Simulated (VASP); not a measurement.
Wanted: the native input for a VASP 6.6.1 run.

```
Task                   : single point
Functional             : PBEsol
Potentials or basis    : VASP PAW PBE potentials, release 64 (Ni, Si)
Cutoff                 : 520 eV
k mesh                 : 8 × 8 × 8
Occupations            : fermi-dirac, width 0.05 eV
Spin                   : collinear spin, ferromagnetic start
Starting moments       : [1.0, 1.0, 1.0, 0.0] μB
Dipole correction      : no
Further INCAR settings : ALGO = Normal; EDIFF = 1e-07; NBANDS = 29
```

The structure of SiNi3 lies in POSCAR:

```
SiNi3
1.0
    3.5420000000      0.0000000000      0.0000000000
    0.0000000000      3.5420000000      0.0000000000
    0.0000000000      0.0000000000      3.5420000000
Ni Si
3 1
Direct
    0.5000000000      0.5000000000      0.0000000000
    0.5000000000      0.0000000000      0.5000000000
    0.0000000000      0.5000000000      0.5000000000
    0.0000000000      0.0000000000      0.0000000000
```

The input as run:

INCAR

```
PREC     = Accurate       # precision mode
ENCUT    = 520            # plane-wave cutoff, eV
EDIFF    = 1E-7           # SCF threshold, eV
ISMEAR   = -1             # smearing method
SIGMA    = 0.05           # smearing width, eV
LREAL    = False          # projectors in reciprocal space
LASPH    = True           # aspherical terms in the spheres
NELM     = 150            # most SCF steps
ALGO     = Normal         # electronic algorithm
ISIF     = 2              # what is computed and relaxed
LWAVE    = False          # write WAVECAR
LCHARG   = False          # write CHGCAR
ISPIN    = 2              # spin polarisation
MAGMOM   = 1 1 1 0        # initial moments
LORBIT   = 11             # projections on sites
LMAXMIX  = 4              # l up to which the mixer works
GGA      = PS             # functional
NBANDS   = 29             # bands
```

KPOINTS

```
Automatic mesh
0
Gamma
  8 8 8
```

Potentials or basis: VASP PAW PBE potentials, release 64 (Ni, Si).

Run with:

```bash
$ cat potpaw_PBE.64/Ni/POTCAR potpaw_PBE.64/Si/POTCAR > POTCAR
$ mpirun -np 1 vasp_std > vasp.out
```

Results of the run:

The pressure is -13.9 GPa, the band gap on the k mesh is zero (filled and empty bands overlap) and the net moment is 0.00 μB per cell. The valence electrons inside the program's atomic spheres are Ni 9.41; Si 1.53.

Caveat: the cell stands under tension; the PAW data sets were made with another functional, which shifts forces and pressure a little.

It took 44 s on 1 thread of Intel(R) Xeon(R) 6975P-C (Granite Rapids), with other jobs on the host, peak memory 0.2 GiB.
